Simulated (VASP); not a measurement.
Here is a VASP 6.6.1 calculation.

INCAR

```
  PREC = Accurate
  ENCUT = 1340
  EDIFF = 1E-6
  ISMEAR = 0
  SIGMA = 0.2
  LREAL = False
  LASPH = True
  NELM = 120
  ALGO = Normal
  ISIF = 2
  LWAVE = False
  LCHARG = False
  GGA = PE
  NBANDS = 39
  GGA_COMPAT = False
```

File KPOINTS:

```
regular mesh
0
Gamma
  6 6 6
```

POSCAR

```
Zn3O4
1.0
    0.0000000000      0.0000000000      3.2227897439
    5.4341990936      0.0000000000      0.0000000000
   -2.7170995468      4.7061544643      0.0000000000
Zn O
3 4
Direct
    0.0000000000      0.0000000000      0.5000000000
    0.0000000000      0.5000000000      0.0000000000
    0.0000000000      0.5000000000      0.5000000000
    0.2084283560      0.0000000000      0.0000000000
    0.7915716440      0.0000000000      0.0000000000
    0.5000000000      0.3333333333      0.6666666667
    0.5000000000      0.6666666667      0.3333333333
```

Potentials or basis: VASP PAW PBE potentials, release 64 (Zn, O_h).

Run with:

```console
$ cat potpaw_PBE.64/Zn/POTCAR potpaw_PBE.64/O_h/POTCAR > POTCAR
$ mpirun -np 1 vasp_std > vasp.out
```

(1) What does it give for the pressure?

(2) Estimate the band gap on the k mesh.

## Answers

(1) 0.1 GPa.

(2) zero (bands 30 and 31 overlap by 0.60 eV).

Caveat: semilocal functionals underestimate gaps, and a narrow one can read as zero.
